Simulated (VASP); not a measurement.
# Li16Cu (a cell with a defect) in VASP: relaxation of the atoms with PBE

Aim: the relaxation of the atoms of Li16Cu (a cell with a defect) with PBE.

All numbers are computed with VASP 6.6.1; they aren't measurements. Logs are shortened: lines on timing, memory, paths and dates and some standing lists are left out, and cuts for length are marked.

## 1. The cell of the first run

The cell holds a defect, 17 atoms: a = 6.980 Å, b = 6.980 Å, c = 6.980 Å, α = 90.00°, β = 90.00°, γ = 90.00°.

## 2. Relaxation of the atoms, PBE

File INCAR:

```
SYSTEM = Li16Cu
PREC = Accurate
ENCUT = 520
EDIFF = 1E-7
ISMEAR = -1
SIGMA = 0.1
LREAL = Auto
LASPH = .True.
NELM = 60
ALGO = Normal
ISIF = 2
LWAVE = .False.
LCHARG = .False.
GGA = PE
IBRION = 2
NSW = 45
EDIFFG = -0.08
KPAR = 4
```

File KPOINTS:

```
regular mesh
0
Gamma
  3 3 3
  0 0 0
```

File POSCAR:

```
Li16Cu
1.0
    6.9800000000      0.0000000000      0.0000000000
    0.0000000000      6.9800000000      0.0000000000
    0.0000000000      0.0000000000      6.9800000000
Li Cu
16 1
Direct
    0.0000000000      0.0000000000      0.0000000000
    0.5000000000      0.0000000000      0.0000000000
    0.0000000000      0.5000000000      0.0000000000
    0.0000000000      0.0000000000      0.5000000000
    0.2500000000      0.2500000000      0.2500000000
    0.5000000000      0.5000000000      0.0000000000
    0.5000000000      0.0000000000      0.5000000000
    0.7500000000      0.2500000000      0.2500000000
    0.0000000000      0.5000000000      0.5000000000
    0.2500000000      0.7500000000      0.2500000000
    0.2500000000      0.2500000000      0.7500000000
    0.5000000000      0.5000000000      0.5000000000
    0.7500000000      0.7500000000      0.2500000000
    0.7500000000      0.2500000000      0.7500000000
    0.2500000000      0.7500000000      0.7500000000
    0.7500000000      0.7500000000      0.7500000000
    0.7453124000      0.8735947000      0.0081551000
```

Potentials or basis: VASP PAW PBE potentials, release 64 (Li_sv, Cu).

Command:

```sh
$ cat potpaw_PBE.64/Li_sv/POTCAR potpaw_PBE.64/Cu/POTCAR > POTCAR
$ mpirun -np 4 vasp_std > vasp.out
```

OUTCAR:

```text
SYSTEM = Li16Cu
   PREC = Accurate
   ENCUT = 520
   EDIFF = 1E-7
   ISMEAR = -1
   LREAL = Auto
   LASPH = .True.
   NELM = 60
   ISIF = 2
   GGA = PE
   IBRION = 2
   NSW = 45
   EDIFFG = -0.08

 ion  position               nearest neighbor table
   1  0.000  0.000  0.000-  17 1.99
   2  0.500  0.000  0.000-  17 1.93
   3  0.000  0.500  0.000-
   4  0.000  0.000  0.500-
   5  0.250  0.250  0.250-
   6  0.500  0.500  0.000-
   7  0.500  0.000  0.500-
   8  0.750  0.250  0.250-
   9  0.000  0.500  0.500-
  10  0.250  0.750  0.250-
  11  0.250  0.250  0.750-
  12  0.500  0.500  0.500-
  13  0.750  0.750  0.250-  17 1.90
  14  0.750  0.250  0.750-
  15  0.250  0.750  0.750-
  16  0.750  0.750  0.750-  17 2.00
  17  0.745  0.874  0.008-  13 1.90   2 1.93   1 1.99  16 2.00

  LATTYP: Found a simple cubic cell.
 ALAT       =     6.9800000000

  Lattice vectors:

 A1 = (   6.9800000000,   0.0000000000,   0.0000000000)
 A2 = (   0.0000000000,   6.9800000000,   0.0000000000)
 A3 = (   0.0000000000,   0.0000000000,   6.9800000000)

Analysis of symmetry for initial positions (statically):
=====================================================================
 Subroutine PRICEL returns:
 Original cell was already a primitive cell.

 Routine SETGRP: Setting up the symmetry group for a
 simple cubic supercell.

 Subroutine GETGRP returns: Found  1 space group operations
 (whereof  1 operations were pure point group operations)
 out of a pool of 48 trial point group operations.

The static configuration has the point symmetry C_1 .

Analysis of symmetry for dynamics (positions and initial velocities):
=====================================================================
 Subroutine PRICEL returns:
 Original cell was already a primitive cell.

 Routine SETGRP: Setting up the symmetry group for a
 simple cubic supercell.

 Subroutine GETGRP returns: Found  1 space group operations
 (whereof  1 operations were pure point group operations)
 out of a pool of 48 trial point group operations.

The dynamic configuration has the point symmetry C_1 .

[... 111 lines left out ...]
   ISPIN  =      1    spin polarized calculation?
   LNONCOLLINEAR =      F non collinear calculations
   LSORBIT =      F    spin-orbit coupling
   LASPH  =      T    aspherical Exc in radial PAW
   ENCUT  =  520.0 eV  38.22 Ry    6.18 a.u.  12.98 12.98 12.98*2*pi/ulx,y,z
   NELM   =     60;   NELMIN=  2; NELMDL= -5     # of ELM steps
   EDIFF  = 0.1E-06   stopping-criterion for ELM
   LREAL  =      T    real-space projection
   EDIFFG = -.8E-01   stopping-criterion for IOM
   NSW    =     45    number of steps for IOM
   IBRION =      2    ionic relax: 0-MD 1-quasi-New 2-CG
   NFREE  =      1    steps in history (QN), initial steepest desc. (CG)
   ISIF   =      2    stress and relaxation
   ISYM   =      2    0-nonsym 1-usesym 2-fastsym
   POTIM  = 0.5000    time-step for ionic-motion
   TEBEG  =    0.0;   TEEND  =   0.0 temperature during run
   PSTRESS=    0.0 pullay stress
   NELECT =      59.0000    total number of electrons
   NUPDOWN=      -1.0000    fix difference up-down
   EMIN   =  10.00;   EMAX   =-10.00  energy-range for DOS
   EFERMI =   0.00;   METHOD = LEGACY
   ISMEAR =    -1;   SIGMA  =   0.10  broadening in eV -4-tet -1-fermi 0-gaus
   EFERMI_NEDOS =   21; number of points for ismear=-14 and -15
   IALGO  =     38    algorithm
   IMIX   =      4    mixing-type and parameters
     AMIX     =   0.40;   BMIX     =  1.00
     AMIX_MAG =   1.60;   BMIX_MAG =  1.00
  volume/ion in A,a.u.               =      20.00       134.99
  Fermi-wavevector in a.u.,A,eV,Ry     =   0.913069  1.725449 11.343099  0.833694
  Thomas-Fermi vector in A             =   2.037537
   LORBIT       =      0    0 simple, 1 ext, 2 COOP (PROOUT), +10 PAW based schemes
   GGA     = PE    functional components
   LHFCALC =     F    Hartree Fock is set to
   AEXX    =    0.0000 exact exchange contribution
   IVDW    =     0    specifies the selected vdW correction
   LEPSILON=     F    determine dielectric tensor
   LRPA    =     F    only Hartree local field effects (RPA)
 conjugate gradient relaxation of ions
 non-spin polarized calculation
  energy-cutoff  :      520.00
  volume of cell :      340.07
 maximum number of plane-waves:      9180
 NGX is ok and might be reduce to    54
   NGX = 25   NGY = 25   NGZ = 25

--------------------------------------- Ionic step        1  -------------------------------------------

 number of electron      58.9999927 magnetization

 Free energy of the ion-electron system (eV)
  ---------------------------------------------------
  ext. energy  EPLUGINS =         0.00000000
  ---------------------------------------------------
  free energy    TOTEN  =       -31.96367898 eV

  energy without entropy =      -31.69949988  energy(sigma->0) =      -31.83158943

------------------------ aborting loop because EDIFF is reached ----------------------------------------

  FORCE on cell =-STRESS in cart. coord.  units (eV):
  Direction    XX          YY          ZZ          XY          YZ          ZX
  --------------------------------------------------------------------------------------
  -------------------------------------------------------------------------------------
  Total        4.8341467      1.0911176      5.1368987     -0.4375451     -0.7688190      0.0494970
  in kB       22.7753016      5.1406245     24.2016690     -2.0614233     -3.6221667      0.2331971
  external PRESSURE =      17.3725317 kB  Pullay stress =       0.0000000 kB
[... 134 lines left out ...]
  FREE ENERGIE OF THE ION-ELECTRON SYSTEM (eV)
  ---------------------------------------------------
  free  energy   TOTEN  =       -33.4030028815 eV

  energy  without entropy=      -33.1421125342  energy(sigma->0) =      -33.27255771

[... ionic steps 4 to 9 ...]

--------------------------------------- Ionic step       10  -------------------------------------------

 number of electron      59.0000002 magnetization

------------------------ aborting loop because EDIFF is reached ----------------------------------------
[... 97 lines left out ...]
--------------------------------------- Ionic step       12  -------------------------------------------

 number of electron      58.9999992 magnetization

 Free energy of the ion-electron system (eV)
  ---------------------------------------------------
  ext. energy  EPLUGINS =         0.00000000
  ---------------------------------------------------
  free energy    TOTEN  =       -33.69727369 eV

  energy without entropy =      -33.44324612  energy(sigma->0) =      -33.57025990

 E-fermi :   0.7348     XC(G=0):  -7.2125

 val. band max:        0.7288283338   @ k =  -0.3333   0.3333   0.0000
 cond. band min:       0.8277773841   @ k =   0.0000   0.0000   0.0000
 fundamental gap:      0.0989490503
 Fermi energy:         0.7347879904

 k-point     1 :       0.0000    0.0000    0.0000
  band No.  band energies     occupation
      1     -45.8861      2.00000
      2     -45.8810      2.00000
      3     -45.8792      2.00000
      4     -45.8761      2.00000
      5     -45.7680      2.00000
      6     -45.7646      2.00000
[... 607 lines left out ...]
  FREE ENERGIE OF THE ION-ELECTRON SYSTEM (eV)
  ---------------------------------------------------
  free  energy   TOTEN  =       -33.6972736882 eV

  energy  without entropy=      -33.4432461200  energy(sigma->0) =      -33.57025990

 reached required accuracy - stopping structural energy minimisation
```

OSZICAR:

```text
N       E                     dE             d eps       ncg     rms          rms(c)
DAV:   1     0.394664380553E+03    0.39466E+03   -0.25204E+04  1064   0.157E+03
DAV:   2     0.564025014269E+02   -0.33826E+03   -0.32736E+03  1072   0.431E+02
DAV:   3    -0.837497792327E+01   -0.64777E+02   -0.62620E+02  1976   0.120E+02
DAV:   4    -0.281795150176E+02   -0.19805E+02   -0.19680E+02  1954   0.760E+01
[... 159 lines left out ...]
DAV:   7    -0.336972714377E+02   -0.20537E-05   -0.66755E-06  1784   0.178E-02    0.705E-03
DAV:   8    -0.336972739994E+02   -0.25617E-05   -0.19521E-06  1682   0.129E-02    0.125E-03
DAV:   9    -0.336972738726E+02    0.12677E-06   -0.69890E-07  1384   0.498E-03    0.957E-04
DAV:  10    -0.336972737315E+02    0.14114E-06   -0.36279E-08   778   0.222E-03    0.493E-04
DAV:  11    -0.336972736882E+02    0.43249E-07   -0.26898E-08   784   0.222E-03
  12 F= -.33697274E+02 E0= -.33570260E+02  d E =-.113563E-01
```

It took 25 min on 4 MPI ranks of Intel Xeon Platinum 8488C (Sapphire Rapids), shared host; peak memory 0.47 GiB.

What came out:

```
Free energy                  : -33.6973 eV
Energy gained by relaxing    : 102.0 meV/atom
Ionic steps                  : 12
Largest force after relaxing : 0.065 eV/Å
Band gap on the k mesh       : zero (an odd number of electrons rules out a gap without spin polarisation)
```

Forces on the atoms (eV/Å):
```
Li   0.025 -0.037  0.003
Li   0.014 -0.051  0.003
Li  -0.017  0.014  0.002
Li   0.014  0.016  0.000
Li  -0.006  0.058 -0.014
Li   0.019  0.012  0.002
Li  -0.011  0.015 -0.001
Li  -0.001 -0.012 -0.027
Li  -0.020 -0.057  0.009
Li   0.000 -0.016  0.008
Li  -0.007  0.059  0.010
Li   0.023 -0.055  0.007
Li   0.000  0.057 -0.028
Li  -0.001 -0.017  0.023
Li   0.000 -0.016 -0.014
Li   0.001  0.028 -0.040
Cu  -0.033  0.000  0.056
```

Step by step:
```
step  energy change (eV)  largest force (eV/Å)  pressure (GPa)
   1              0.0000                2.8866            1.74
   2             -0.9048                1.4188            0.90
   3             -1.4393                0.6934            0.25
   4             -1.5106                0.4606            0.08
   5             -1.5142                0.4725            0.04
   6             -1.5707                0.2473            0.00
   7             -1.6321                0.3644           -0.07
   8             -1.6713                0.2780           -0.09
   9             -1.6997                0.1589           -0.09
  10             -1.7153                0.1138           -0.09
  11             -1.7222                0.1639           -0.09
  12             -1.7336                0.0654           -0.09
```

Final structure:
```xyz
17
Lattice="6.9800 0.0000 0.0000 0.0000 6.9800 0.0000 0.0000 0.0000 6.9800" Properties=species:S:1:pos:R:3 pbc="T T T"
Li    0.3194    0.2085    6.9716
Li    3.1405    0.2363    6.9682
Li    6.8658    3.6732    0.0030
Li    0.0490    0.0120    3.4839
Li    1.7398    1.8924    1.7776
Li    3.6044    3.6746    0.0034
Li    3.4443    0.0110    3.4828
Li    5.2325    1.5582    1.6339
Li    0.0393    3.3438    3.4972
Li    1.7515    5.2237    1.7925
Li    1.7396    1.8907    5.2014
Li    3.4518    3.3421    3.4969
Li    5.2443    4.9910    2.1034
Li    5.2334    1.5616    5.3465
Li    1.7493    5.2214    5.1836
Li    5.2406    5.0305    4.9246
Cu    5.2167    6.1068    0.0262
```

Caveat: the cutoff is under 1.25 times the usual one of these potentials, so pressure, stress and relaxed cells hold a basis-set (Pulay) error; the relaxation stopped at a loose force limit of 0.08 eV/Å, so its end isn't a converged minimum.

The gap in the log of VASP goes by the Fermi energy; the results here count the filled bands.